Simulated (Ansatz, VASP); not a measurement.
Two plane-wave programs on Ru

Contents of INCAR:

```
ALGO     = Normal         # electronic algorithm
EDIFF    = 1E-6           # SCF threshold, eV
ENCUT    = 520            # plane-wave cutoff, eV
GGA      = CA             # functional
ISIF     = 2              # what is computed and relaxed
ISMEAR   = -1             # smearing method
LASPH    = True           # aspherical terms in the spheres
LCHARG   = False          # write CHGCAR
LREAL    = False          # projectors in reciprocal space
LWAVE    = False          # write WAVECAR
NBANDS   = 21             # bands
NELM     = 60             # most SCF steps
PREC     = Accurate       # precision mode
SIGMA    = 0.1            # smearing width, eV
```

File KPOINTS:

```
k-points
0
Gamma
  22 22 12
```

The input POSCAR:

```
Ru
1.0
    2.6775346364      0.0000000000      0.0000000000
   -1.3387673182      2.3188130146      0.0000000000
    0.0000000000      0.0000000000      4.2181251212
Ru
2
Direct
    0.3333333333      0.6666666667      0.2500000000
    0.6666666667      0.3333333333      0.7500000000
```

Input for Ansatz:

```yaml
crystal:
  lattice:
    - [2.6775346364, 0.0, 0.0]
    - [-1.3387673182, 2.3188130146, 0.0]
    - [0.0, 0.0, 4.2181251212]
  atoms:
    - { symbol: Ru, position: [0.3333333333, 0.6666666667, 0.25] }
    - { symbol: Ru, position: [0.6666666667, 0.3333333333, 0.75] }
hamiltonian:
  xc: lda
  pseudopotentials:
    kind: paw
    azcp:
      Ru: "pseudopotentials/Ru.paw.azcp"
basis:
  ecutwfc: 420
  fft_grid_basis: typed
kpoints:
  mp_grid: { grid: [22, 22, 12], shift: [0, 0, 0] }
magnetization:
  spin_polarized: false
scf:
  occupations: { method: fermi_dirac, width: 0.1 }
  lower_state_search: "off"
output:
  stress: true
```

Alike in both runs: task single point; functional LDA; k mesh 22 × 22 × 12; occupations fermi-dirac, width 0.1 eV; no spin polarisation.

```csv
,VASP,Ansatz
version,VASP 6.6.1,Ansatz 0.2.0
potentials or method,"VASP PAW LDA potentials, release 64 (Ru_pv), cutoff 520 eV","plane waves (420 eV) with PAW, scalar-relativistic"
valence electrons in the cell,28,32
```

VASP gave:

| Property | Result |
| --- | --- |
| pressure (GPa) | 1.0 |
| traceless stress, the component that is largest in VASP (GPa) | 0.70 |

Problem. Estimate Ansatz's values.

Solution. Pressure (GPa): 0.0; traceless stress, the component that is largest in VASP (GPa): 0.64.

Ansatz warns that its potentials were made for another functional, while VASP's fit it. LDA's correlation is that of Perdew and Zunger in VASP and of Perdew and Wang (1992) in Ansatz. VASP's potentials hold 28 valence electrons a cell and Ansatz's 32, so a difference there can come from the potentials and not from the codes.
